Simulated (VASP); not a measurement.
# Si (P6_3/mmc) in VASP: notebook

Si is run at these levels: PBE; tasks: single point.

All numbers are computed with VASP 6.6.1; they aren't measurements. Logs are shortened: lines on timing, memory, paths and dates and some standing lists are left out, and cuts for length are marked.

## 1. The cell of the first run

Symmetry: P6_3/mmc, No. 194, hexagonal system. The conventional cell has a = 3.995 Å, b = 3.995 Å, c = 5.915 Å, α = 90.00°, β = 90.00°, γ = 120.00°. Within 2.7 Å of Si (site symmetry 3m) lie 4 Si at 2.05 to 2.48 Å.

This isn't the form of Si at room conditions, which is diamond.

## 2. Single point, PBE

INCAR reads:

```
PREC = Accurate
ENCUT = 520
EDIFF = 1E-6
ISMEAR = 0
SIGMA = 0.05
LREAL = False
LASPH = True
NELM = 100
ALGO = Normal
ISIF = 2
LWAVE = False
LCHARG = False
GGA = PE
NBANDS = 16
```

KPOINTS reads:

```
Automatic mesh
0
Gamma
  12 12 6
```

POSCAR reads:

```
Si
1.0
    3.9946794941      0.0000000000      0.0000000000
   -1.9973397471      3.4594939219      0.0000000000
    0.0000000000      0.0000000000      5.9153213949
Si
4
Direct
    0.3333333333      0.6666666667      0.0770726086
    0.6666666667      0.3333333333      0.5770726086
    0.3333333333      0.6666666667      0.4229273914
    0.6666666667      0.3333333333      0.9229273914
```

Potentials or basis: VASP PAW PBE potentials, release 64 (Si).

The run is started by

```console
> cat potpaw_PBE.64/Si/POTCAR > POTCAR
> mpirun -np 1 vasp_std > vasp.out
```

OUTCAR:

```text
PREC = Accurate
   ENCUT = 520
   EDIFF = 1E-6
   ISMEAR = 0
   LREAL = False
   LASPH = True
   NELM = 100
   ISIF = 2
   GGA = PE

 ion  position               nearest neighbor table
   1  0.333  0.667  0.077-   3 2.05   4 2.48   4 2.48   4 2.48
   2  0.667  0.333  0.577-   4 2.05   3 2.48   3 2.48   3 2.48
   3  0.333  0.667  0.423-   1 2.05   2 2.48   2 2.48   2 2.48
   4  0.667  0.333  0.923-   2 2.05   1 2.48   1 2.48   1 2.48

  LATTYP: Found a hexagonal cell.
 ALAT       =     3.9946794941
 C/A-ratio  =     1.4808000000

  Lattice vectors:

 A1 = (   3.9946794941,   0.0000000000,   0.0000000000)
 A2 = (  -1.9973397471,   3.4594939219,   0.0000000000)
 A3 = (   0.0000000000,   0.0000000000,   5.9153213949)

Analysis of symmetry for initial positions (statically):
=====================================================================
 Subroutine PRICEL returns:
 Original cell was already a primitive cell.

 Routine SETGRP: Setting up the symmetry group for a
 hexagonal supercell.

 Subroutine GETGRP returns: Found 24 space group operations
 (whereof 12 operations were pure point group operations)
 out of a pool of 24 trial point group operations.

The static configuration has the point symmetry D_3d.
 The point group associated with its full space group is D_6h.

Analysis of symmetry for dynamics (positions and initial velocities):
=====================================================================
 Subroutine PRICEL returns:
 Original cell was already a primitive cell.

 Routine SETGRP: Setting up the symmetry group for a
 hexagonal supercell.

 Subroutine GETGRP returns: Found 24 space group operations
 (whereof 12 operations were pure point group operations)
 out of a pool of 24 trial point group operations.

The dynamic configuration has the point symmetry D_3d.
 The point group associated with its full space group is D_6h.

 Subroutine INISYM returns: Found 24 space group operations
 (whereof 12 operations are pure point group operations),
 and found     1 'primitive' translations

----------------------------------------------------------------------------------------

                                     Primitive cell

  volume of cell :      81.7472

  direct lattice vectors                    reciprocal lattice vectors
[... 86 lines left out ...]
   LNONCOLLINEAR =      F non collinear calculations
   LSORBIT =      F    spin-orbit coupling
   LASPH  =      T    aspherical Exc in radial PAW
   ENCUT  =  520.0 eV  38.22 Ry    6.18 a.u.   7.43  7.43 11.00*2*pi/ulx,y,z
   NELM   =    100;   NELMIN=  2; NELMDL= -5     # of ELM steps
   EDIFF  = 0.1E-05   stopping-criterion for ELM
   LREAL  =      F    real-space projection
   EDIFFG = 0.1E-04   stopping-criterion for IOM
   NSW    =      0    number of steps for IOM
   IBRION =     -1    ionic relax: 0-MD 1-quasi-New 2-CG
   NFREE  =      0    steps in history (QN), initial steepest desc. (CG)
   ISIF   =      2    stress and relaxation
   ISYM   =      2    0-nonsym 1-usesym 2-fastsym
   POTIM  = 0.5000    time-step for ionic-motion
   TEBEG  =    0.0;   TEEND  =   0.0 temperature during run
   PSTRESS=    0.0 pullay stress
   NELECT =      16.0000    total number of electrons
   NUPDOWN=      -1.0000    fix difference up-down
   EMIN   =  10.00;   EMAX   =-10.00  energy-range for DOS
   EFERMI =   0.00;   METHOD = LEGACY
   ISMEAR =     0;   SIGMA  =   0.05  broadening in eV -4-tet -1-fermi 0-gaus
   EFERMI_NEDOS =   21; number of points for ismear=-14 and -15
   IALGO  =     38    algorithm
   IMIX   =      4    mixing-type and parameters
     AMIX     =   0.40;   BMIX     =  1.00
     AMIX_MAG =   1.60;   BMIX_MAG =  1.00
  volume/ion in A,a.u.               =      20.44       137.91
  Fermi-wavevector in a.u.,A,eV,Ry     =   0.950511  1.796206 12.292475  0.903471
  Thomas-Fermi vector in A             =   2.078895
   LORBIT       =      0    0 simple, 1 ext, 2 COOP (PROOUT), +10 PAW based schemes
   GGA     = PE    functional components
   LHFCALC =     F    Hartree Fock is set to
   AEXX    =    0.0000 exact exchange contribution
   IVDW    =     0    specifies the selected vdW correction
   LEPSILON=     F    determine dielectric tensor
   LRPA    =     F    only Hartree local field effects (RPA)
 non-spin polarized calculation
 Gauss-broadening in eV      SIGMA  =   0.05
  energy-cutoff  :      520.00
  volume of cell :       81.75
 maximum number of plane-waves:      2242
 NGX is ok and might be reduce to    30
   NGX = 15   NGY = 15   NGZ = 21

 number of electron      15.9999999 magnetization

 Free energy of the ion-electron system (eV)
  ---------------------------------------------------
  ext. energy  EPLUGINS =         0.00000000
  ---------------------------------------------------
  free energy    TOTEN  =       -20.02808691 eV

  energy without entropy =      -20.02773767  energy(sigma->0) =      -20.02791229

 E-fermi :   6.1190     XC(G=0):  -9.3052

 val. band max:        6.1160423702   @ k =   0.4167  -0.0000   0.0000
 cond. band min:       6.1436704881   @ k =   0.3333   0.3333   0.0000
 fundamental gap:      0.0276281178
 Fermi energy:         6.1189552586

 k-point     1 :       0.0000    0.0000    0.0000
  band No.  band energies     occupation
      1      -6.3808      2.00000
      2      -2.9120      2.00000
      3      -2.3069      2.00000
      4       3.8399      2.00000
      5       3.8399      2.00000
      6       4.7092      2.00000
[... 433 lines left out ...]
      3      -1.3657      2.00000
      4       1.2254      2.00000
      5       1.5160      2.00000
      6       2.8494      2.00000
[... 8 lines left out ...]
     15      12.5564      0.00000
     16      12.6097      0.00000

 [... further k-points ...]
[... 5 lines left out ...]
  --------------------------------------------------------------------------------------
  -------------------------------------------------------------------------------------
  Total       -4.9118998     -4.9118998     20.1459426      0.0000000      0.0000000      0.0000000
  in kB      -96.2691699    -96.2691699    394.8437944      0.0000000      0.0000000      0.0000000
  external PRESSURE =      67.4351515 kB  Pullay stress =       0.0000000 kB

 VOLUME and BASIS-vectors are now :
 -----------------------------------------------------------------------------
  energy-cutoff  :      520.00
  volume of cell :       81.75
      direct lattice vectors                 reciprocal lattice vectors
     3.994679494  0.000000000  0.000000000     0.250332975  0.144529810  0.000000000
    -1.997339747  3.459493922  0.000000000     0.000000000  0.289059620  0.000000000
     0.000000000  0.000000000  5.915321395     0.000000000  0.000000000  0.169052522

 POSITION                                       TOTAL-FORCE (eV/Angst)
 -----------------------------------------------------------------------------------
     -0.00000      2.30633      0.45591        -0.000000      0.000000     -5.563728
      1.99734      1.15316      3.41357        -0.000000     -0.000000     -5.563728
     -0.00000      2.30633      2.50175         0.000000      0.000000      5.563728
      1.99734      1.15316      5.45941         0.000000     -0.000000      5.563728
 -----------------------------------------------------------------------------------
    total drift:                               -0.000000      0.000000     -0.000000

  FREE ENERGIE OF THE ION-ELECTRON SYSTEM (eV)
  ---------------------------------------------------
  free  energy   TOTEN  =       -20.0280869053 eV

  energy  without entropy=      -20.0277376665  energy(sigma->0) =      -20.02791229
```

OSZICAR:

```text
N       E                     dE             d eps       ncg     rms          rms(c)
DAV:   1     0.282066109985E+02    0.28207E+02   -0.58962E+03  2432   0.814E+02
DAV:   2    -0.186201484131E+02   -0.46827E+02   -0.42344E+02  3256   0.122E+02
DAV:   3    -0.205221234241E+02   -0.19020E+01   -0.18762E+01  3296   0.231E+01
DAV:   4    -0.205469704930E+02   -0.24847E-01   -0.24839E-01  3064   0.333E+00
DAV:   5    -0.205474499919E+02   -0.47950E-03   -0.47945E-03  3296   0.438E-01    0.734E+00
DAV:   6    -0.201671572691E+02    0.38029E+00   -0.22245E-01  2984   0.249E+00    0.437E+00
DAV:   7    -0.200268412388E+02    0.14032E+00   -0.42232E-01  3040   0.329E+00    0.512E-01
DAV:   8    -0.200271317438E+02   -0.29050E-03   -0.44829E-02  2864   0.130E+00    0.349E-01
DAV:   9    -0.200280704269E+02   -0.93868E-03   -0.19406E-03  3152   0.274E-01    0.137E-01
DAV:  10    -0.200280304489E+02    0.39978E-04   -0.12784E-03  2976   0.205E-01    0.311E-02
DAV:  11    -0.200280703073E+02   -0.39858E-04   -0.15107E-04  3208   0.702E-02    0.454E-02
DAV:  12    -0.200280881147E+02   -0.17807E-04   -0.34771E-05  2960   0.329E-02    0.656E-02
DAV:  13    -0.200280867150E+02    0.13998E-05   -0.45268E-06  3200   0.131E-02    0.125E-02
DAV:  14    -0.200280869053E+02   -0.19034E-06   -0.39288E-07  1744   0.321E-03
   1 F= -.20028087E+02 E0= -.20027912E+02  d E =-.349239E-03
```

stdout:

```text
POSCAR found type information on POSCAR Si
 POSCAR found :  1 types and       4 ions
 scaLAPACK will be used
 LDA part: xc-table for (Slater+PW92), standard interpolation
 POSCAR, INCAR and KPOINTS ok, starting setup
 FFT: planning ... GRIDC
 FFT: planning ... GRID_SOFT
 FFT: planning ... GRID
 WAVECAR not read
 entering main loop
```

It took 2.5 min on 1 thread of Intel Xeon 8259CL, shared host; peak memory 0.23 GiB.

What came out:

| Item | Value |
| --- | --- |
| Free energy | -20.0281 eV |
| Pressure | 6.7 GPa |
| Largest force | 5.564 eV/Å |
| Band gap on the k mesh | zero (bands 8 and 9 overlap by 0.34 eV) |

Forces on the atoms (eV/Å):
```
Si   0.000  0.000 -5.564
Si   0.000  0.000 -5.564
Si   0.000  0.000  5.564
Si   0.000  0.000  5.564
```

Caveat: the stress differs along the axes, from -10 to 39 GPa; semilocal functionals underestimate gaps, and a narrow one can read as zero; forces of over 1 eV/Å act on the atoms, so gaps and moduli don't describe the material at rest.

(Continued in part 2 of 2.)

The gap in the log of VASP goes by the Fermi energy; the results here count the filled bands.